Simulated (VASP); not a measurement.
## Rh: single point with r2SCAN

Rh:

```
CELL_PARAMETERS angstrom
0.00000 1.89785 1.89785
1.89785 0.00000 1.89785
1.89785 1.89785 0.00000
ATOMIC_POSITIONS crystal
Rh 0.00000 0.00000 0.00000
```

- Program: VASP 6.6.1
- Task: single point
- Functional: r2SCAN
- Potentials or basis: VASP PAW PBE potentials, release 64 (Rh_pv)
- Cutoff: 550 eV
- k mesh: 5 × 5 × 5
- Occupations: methfessel-paxton, width 0.1 eV
- Spin: no spin polarisation
- Dipole correction: no
- Further INCAR settings: ALGO = Normal; EDIFF = 1e-06; NBANDS = 14

```yaml
Pressure: 4.5 GPa
```

Levels at points of the mesh, in eV from the Fermi level:
```tsv
k point	band 6	band 7	band 8	band 9	band 10	band 11
(0.00, 0.00, 0.00)	-3.45	-3.45	-1.33	-1.33	16.42	17.17
```

It took 14 s on 1 thread of Intel(R) Xeon(R) Platinum 8559C (Emerald Rapids) (shared host), peak memory 0.14 GiB.

Caveat: the k points lie up to 0.57 Å⁻¹ apart; the PAW data sets were made with another functional, which shifts forces and pressure a little.
